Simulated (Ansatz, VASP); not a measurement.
# One calculation of Pb, two programs

INCAR

```
  PREC = Accurate
  ENCUT = 520
  EDIFF = 1E-7
  ISMEAR = 0
  SIGMA = 0.15
  LREAL = F
  LASPH = T
  NELM = 60
  ALGO = Fast
  ISIF = 2
  LWAVE = F
  LCHARG = F
  GGA = PS
  NBANDS = 13
```

The input KPOINTS:

```
regular mesh
0
Gamma
  18 18 18
```

The input POSCAR:

```
Pb
1.0
    0.0000000000      2.2004524241      3.1114397277
    2.2004524241      0.0000000000      3.1114397277
    2.2004524241      2.2004524241      0.0000000000
Pb
1
Direct
    0.0000000000      0.0000000000      0.0000000000
```

Input for Ansatz:

```yaml
crystal:
  lattice:
    - [0.0, 2.2004524241, 3.1114397277]
    - [2.2004524241, 0.0, 3.1114397277]
    - [2.2004524241, 2.2004524241, 0.0]
  atoms:
    - { symbol: Pb, position: [0.0, 0.0, 0.0] }
basis:
  ecutwfc: 420
kpoints:
  mp_grid: { grid: [18, 18, 18] }
hamiltonian:
  xc: pbesol
scf:
  occupations: { method: gaussian, width: 0.15 }
output:
  forces: true
  stress: true
  eigenvalues: true
  write_density: true
  write_potential: true
  elf: true
  volumetric_format: npy
```

Alike in both runs: task single point; functional PBEsol; k mesh 18 × 18 × 18; occupations gaussian, width 0.15 eV; no spin polarisation.

|  | VASP | Ansatz |
| --- | --- | --- |
| version | VASP 6.6.1 | Ansatz 0.2.0 |
| potentials or method | VASP PAW PBE potentials, release 64 (Pb_d), cutoff 520 eV | scalar-relativistic, plane waves, PAW |
| valence electrons in the cell | 14 | 14 |

Ansatz gave:

```
gap on the k mesh at the Fermi level (eV)                     : none
pressure (GPa)                                                : 2.2
traceless stress, the component that is largest in VASP (GPa) : -6.16
```

Question: Which values does VASP return?

Answer: gap on the k mesh at the Fermi level (eV): none; pressure (GPa): 2.1; traceless stress, the component that is largest in VASP (GPa): -6.17.

VASP's potentials were made for PBE, not for PBEsol. A gap of «none» marks a metal or a gap that the smearing closes.

Neither program's run includes spin-orbit coupling.
